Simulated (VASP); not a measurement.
# MgH5W (P4/mmm) in VASP: further runs, part 2 of 2

VASP 6.6.1.

### Step 4. Single point, PBE

This run uses another cell than the first one, of 7.69 Å³/atom, 1.005 times its volume.

INCAR reads:

```
SYSTEM = MgH5W
ALGO = Normal ; EDIFF = 1E-7
ENCUT = 520 ; GGA = PE
ISIF = 2 ; ISMEAR = 0
LASPH = .TRUE. ; LCHARG = .FALSE.
LREAL = .FALSE. ; LWAVE = .FALSE.
NBANDS = 20 ; NELM = 80
PREC = Accurate ; SIGMA = 0.1
```

KPOINTS reads:

```
k-points
0
G
  14 14 6
  0 0 0
```

POSCAR reads:

```
MgH5W
1.0
    2.8898954881      0.0000000000      0.0000000000
    0.0000000000      2.8898954881      0.0000000000
    0.0000000000      0.0000000000      6.4414710194
Mg H W
1 5 1
Direct
    0.5000000000      0.5000000000      0.0000000000
    0.0000000000      0.5000000000      0.3122625107
    0.0000000000      0.5000000000      0.6877374893
    0.5000000000      0.0000000000      0.3122625107
    0.5000000000      0.0000000000      0.6877374893
    0.0000000000      0.0000000000      0.0000000000
    0.0000000000      0.0000000000      0.5000000000
```

Started as:

```console
$ cat potpaw_PBE.64/Mg/POTCAR potpaw_PBE.64/H/POTCAR potpaw_PBE.64/W_sv/POTCAR > POTCAR
$ mpirun -np 1 vasp_std > vasp.out
```

It took 52 s on 1 thread of Intel Xeon 6975P-C (Granite Rapids), shared host; peak memory 0.29 GiB.

Results (log left out):

```
Free energy   : -30.1570 eV
Pressure      : -0.1 GPa
Largest force : 0.012 eV/Å
```

Forces on the atoms (eV/Å):
```
Mg   0.000  0.000  0.000
H    0.000  0.000 -0.012
H    0.000  0.000  0.012
H    0.000  0.000 -0.012
H    0.000  0.000  0.012
H    0.000  0.000  0.000
W    0.000  0.000  0.000
```

Stress tensor (GPa, compression positive):
```
-0.14  0.00  0.00
 0.00 -0.14  0.00
 0.00  0.00 -0.04
```

Levels at points of the mesh, in eV from the Fermi level:
```
           k point  band 8  band 9  band 10  band 11  band 12  band 13
(0.00, 0.00, 0.00)   -5.81   -2.39     0.72     0.72     1.29     2.86
(0.50, 0.00, 0.00)   -5.49   -3.93    -1.18    -0.13     0.30     1.25
(0.50, 0.50, 0.00)   -4.28   -3.77    -3.77     0.20     2.47     2.47
(0.00, 0.00, 0.50)   -4.99   -3.51     0.71     0.71     1.12     2.86
(0.50, 0.00, 0.50)   -5.41   -2.17    -2.04    -0.85     0.30     1.25
(0.50, 0.50, 0.50)   -4.23   -3.49    -3.49    -0.53     1.57     1.57
```

Caveat: spin-orbit coupling is left out, which moves the levels of the heavy elements.

### Step 5. Relaxation of cell and atoms, PBE

This run uses another cell than the first one, of 9.18 Å³/atom, 1.200 times its volume.

INCAR reads:

```
SYSTEM = MgH5W
ALGO = Normal ; EDIFF = 1E-6
EDIFFG = -0.04 ; ENCUT = 600
GGA = PE ; IBRION = 2
ISIF = 3 ; ISMEAR = 0
LASPH = .True. ; LCHARG = .False.
LREAL = .False. ; LWAVE = .False.
NELM = 60 ; NSW = 90
PREC = Accurate ; SIGMA = 0.1
```

KPOINTS reads:

```
k-points
0
Gamma
  6 6 4
  0 0 0
```

POSCAR reads:

```
MgH5W
1.0
    3.3209266400      0.0000000000      0.0000000000
    0.0000000000      3.3209266400      0.0000000000
    0.0000000000      0.0000000000      5.8273710600
Mg H W
1 5 1
Direct
    0.5000000000      0.5000000000      0.0000000000
    0.0000000000      0.5000000000      0.2839645700
    0.0000000000      0.5000000000      0.7160354300
    0.5000000000      0.0000000000      0.2839645700
    0.5000000000      0.0000000000      0.7160354300
    0.0000000000      0.0000000000      0.0000000000
    0.0000000000      0.0000000000      0.5000000000
```

Started as:

```console
$ cat potpaw_PBE.64/Mg/POTCAR potpaw_PBE.64/H/POTCAR potpaw_PBE.64/W_sv/POTCAR > POTCAR
$ mpirun -np 1 vasp_std > vasp.out
```

It took 2.8 min on 1 thread of Intel Xeon 6975P-C (Granite Rapids), shared host; peak memory 0.23 GiB.

It converged, with:

```
Free energy                            : -30.1549 eV
Relaxed volume                         : 7.64 Å³/atom
Relaxed cell                           : a = 2.887 Å, b = 2.887 Å, c = 6.417 Å, α = 90.00°, β = 90.00°, γ = 90.00°
Space group after relaxing (to 0.05 Å) : P4/mmm (No. 123)
Energy gained by relaxing              : 267.9 meV/atom
Ionic steps                            : 16
Pressure after relaxing                : 0.0 GPa
```

Forces on the atoms (eV/Å):
```
Mg   0.000  0.000  0.000
H    0.000  0.000 -0.002
H    0.000  0.000  0.002
H    0.000  0.000 -0.002
H    0.000  0.000  0.002
H    0.000  0.000  0.000
W    0.000  0.000  0.000
```

Stress tensor (GPa, compression positive):
```
-0.05  0.00  0.00
 0.00 -0.05  0.00
 0.00  0.00  0.14
```

The path:
```
step  energy change (eV)  largest force (eV/Å)  pressure (GPa)  volume (Å³)
   1              0.0000                1.0492          -21.76        64.27
   2             -1.3004                0.4091           -8.08        53.35
   3             -1.4202                0.0746            0.18        50.05
   4             -1.4210                0.0407            1.03        49.76
   5             -1.4891                0.0257            1.67        49.75
   6             -1.7117                0.0183            4.03        49.58
   7             -1.6274                0.0585           12.43        48.64
   8             -1.7964                0.0358            6.92        49.28
   9             -1.8421                0.1268            2.79        50.82
  10             -1.8456                0.1928            1.39        51.42
  11             -1.8558                0.1697            0.75        51.78
  12             -1.8659                0.1166           -0.65        52.63
  13             -1.8695                0.0490            0.21        52.51
  14             -1.8701                0.0054            0.77        52.43
  15             -1.8726                0.0032            0.55        52.70
  16             -1.8756                0.0021            0.02        53.48
```

Final structure:
```yaml
crystal:
  lattice:
    - [2.88674, 0.00000, 0.00000]
    - [0.00000, 2.88674, 0.00000]
    - [0.00000, 0.00000, 6.41732]
  atoms:
    - { symbol: Mg, position: [0.50000, 0.50000, 0.00000] }
    - { symbol: H, position: [0.00000, 0.50000, 0.31077] }
    - { symbol: H, position: [0.00000, 0.50000, 0.68923] }
    - { symbol: H, position: [0.50000, 0.00000, 0.31077] }
    - { symbol: H, position: [0.50000, 0.00000, 0.68923] }
    - { symbol: H, position: [0.00000, 0.00000, 0.00000] }
    - { symbol: W, position: [0.00000, 0.00000, 0.50000] }
```

Levels at points of the mesh, in eV from the Fermi level:
```
           k point  band 7  band 8  band 9  band 10  band 11  band 12  band 13  band 14
(0.00, 0.00, 0.00)   -7.72   -5.78   -2.43     0.70     0.70     1.24     2.92     5.61
(0.50, 0.00, 0.00)   -5.92   -5.53   -4.02    -1.22    -0.15     0.35     1.24     3.66
(0.50, 0.50, 0.00)   -4.51   -4.26   -3.83    -3.83     0.15     2.44     2.44     4.47
(0.00, 0.00, 0.50)   -5.78   -5.02   -3.55     0.69     0.69     1.07     2.92     3.38
(0.50, 0.00, 0.50)   -6.90   -5.45   -2.20    -2.09    -0.90     0.35     1.23     4.74
(0.50, 0.50, 0.50)   -4.34   -4.24   -3.53    -3.53    -0.61     1.49     1.49     2.74
```

Caveat: the volume moved by over 15 % at a fixed basis, so the end points are rough; spin-orbit coupling is left out, which moves the levels of the heavy elements.

### Step 6. Relaxation of cell and atoms, PBE

INCAR reads:

```
SYSTEM = MgH5W
PREC = Accurate
ENCUT = 600
EDIFF = 1E-6
ISMEAR = 0
SIGMA = 0.1
LREAL = .False.
LASPH = .True.
NELM = 60
ALGO = Normal
ISIF = 3
LWAVE = .False.
LCHARG = .False.
GGA = PE
IBRION = 2
NSW = 100
EDIFFG = -0.01
```

KPOINTS reads:

```
Automatic mesh
0
Gamma
  14 14 6
  0 0 0
```

POSCAR reads:

```
MgH5W
1.0
    2.8877706471      0.0000000000      0.0000000000
    0.0000000000      2.8877706471      0.0000000000
    0.0000000000      0.0000000000      6.4195481570
Mg H W
1 5 1
Direct
    0.5000000000      0.5000000000      0.0000000000
    0.0000000000      0.5000000000      0.3110253667
    0.0000000000      0.5000000000      0.6889746333
    0.5000000000      0.0000000000      0.3110253667
    0.5000000000      0.0000000000      0.6889746333
    0.0000000000      0.0000000000      0.0000000000
    0.0000000000      0.0000000000      0.5000000000
```

Potentials or basis: VASP PAW PBE potentials, release 64 (Mg, H, W_sv).

Started as:

```console
$ cat potpaw_PBE.64/Mg/POTCAR potpaw_PBE.64/H/POTCAR potpaw_PBE.64/W_sv/POTCAR > POTCAR
$ mpirun -np 1 vasp_std > vasp.out
```

Wall time 83 s (1 thread of Intel Xeon 6975P-C (Granite Rapids), shared host); peak memory 0.31 GiB.

It converged, with:

* Free energy: -30.1597 eV
* Relaxed volume: 7.67 Å³/atom
* Relaxed cell: a = 2.890 Å, b = 2.890 Å, c = 6.427 Å, α = 90.00°, β = 90.00°, γ = 90.00°
* Space group after relaxing (to 0.05 Å): P4/mmm (No. 123)
* Energy gained by relaxing: 0.0 meV/atom
* Ionic steps: 3
* Pressure after relaxing: -0.1 GPa
* Largest force after relaxing: 0.010 eV/Å

Forces in eV/Å, atoms in the order of the input:
```
Mg   0.000  0.000  0.000
H    0.000  0.000  0.010
H    0.000  0.000 -0.010
H    0.000  0.000  0.010
H    0.000  0.000 -0.010
H    0.000  0.000  0.000
W    0.000  0.000  0.000
```

Stress tensor (GPa, compression positive):
```
-0.12  0.00  0.00
 0.00 -0.12  0.00
 0.00  0.00  0.02
```

Step by step:
```
step  energy change (eV)  largest force (eV/Å)  pressure (GPa)  volume (Å³)
   1              0.0000                0.0116            0.09        53.53
   2              0.0000                0.0110            0.04        53.57
   3             -0.0001                0.0100           -0.07        53.67
```

Final structure:
```
CELL_PARAMETERS angstrom
2.88974 0.00000 0.00000
0.00000 2.88974 0.00000
0.00000 0.00000 6.42678
ATOMIC_POSITIONS crystal
Mg 0.50000 0.50000 0.00000
H 0.00000 0.50000 0.31137
H 0.00000 0.50000 0.68863
H 0.50000 0.00000 0.31137
H 0.50000 0.00000 0.68863
H 0.00000 0.00000 0.00000
W 0.00000 0.00000 0.50000
```

Levels at points of the mesh, in eV from the Fermi level:
```csv
k point,band 6,band 7,band 8,band 9,band 10,band 11,band 12,band 13,band 14
"(0.00, 0.00, 0.00)",-7.66,-7.65,-5.80,-2.39,0.71,0.71,1.28,2.86,4.39
"(0.50, 0.00, 0.00)",-7.34,-5.87,-5.48,-3.95,-1.18,-0.11,0.30,1.25,3.71
"(0.50, 0.50, 0.00)",-6.27,-4.41,-4.29,-3.78,-3.78,0.21,2.49,2.49,4.09
"(0.00, 0.00, 0.50)",-9.87,-5.80,-4.96,-3.52,0.70,0.70,1.11,2.86,3.43
"(0.50, 0.00, 0.50)",-7.55,-6.80,-5.42,-2.15,-2.05,-0.84,0.30,1.25,4.56
"(0.50, 0.50, 0.50)",-6.35,-4.27,-4.23,-3.50,-3.50,-0.54,1.57,1.57,2.79
```

Caveat: spin-orbit coupling is left out, which moves the levels of the heavy elements.

### Step 7. The runs side by side

```csv
task,cell,k mesh,cutoff (eV),gap on the mesh (eV),pressure (GPa),relaxed volume (Å³/atom),largest force (eV/Å)
single point,"a = 2.888, b = 2.888, c = 6.420 Å, 7 atoms",6 × 6 × 4,520,none,-0.2,-,0.01
single point,"a = 3.321, b = 3.321, c = 5.827 Å, 7 atoms",6 × 6 × 4,520,none,-21.9,-,1.05
single point,"a = 2.890, b = 2.890, c = 6.441 Å, 7 atoms",14 × 14 × 6,520,none,-0.1,-,0.01
relaxation of cell and atoms,"relaxed from a = 3.321, b = 3.321, c = 5.827 Å, 7 atoms",6 × 6 × 4,600,none,0.0,7.64,-
relaxation of cell and atoms,"relaxed from a = 2.888, b = 2.888, c = 6.420 Å, 7 atoms",14 × 14 × 6,600,none,-0.1,7.67,0.01
```

Alike in all rows: level PBE; potentials or basis VASP PAW PBE potentials, release 64 (Mg, H, W_sv); no spin polarisation; smearing gaussian 0.1 eV.

Caveats: some runs use coarse meshes; spin-orbit coupling is left out, which moves the levels of the heavy elements; forces of over 1 eV/Å act on the atoms, so gaps and moduli don't describe the material at rest (some runs); the volume moved by over 15 % at a fixed basis, so the end points are rough (some runs).

Absolute energies hang on the potentials; compare differences alone.
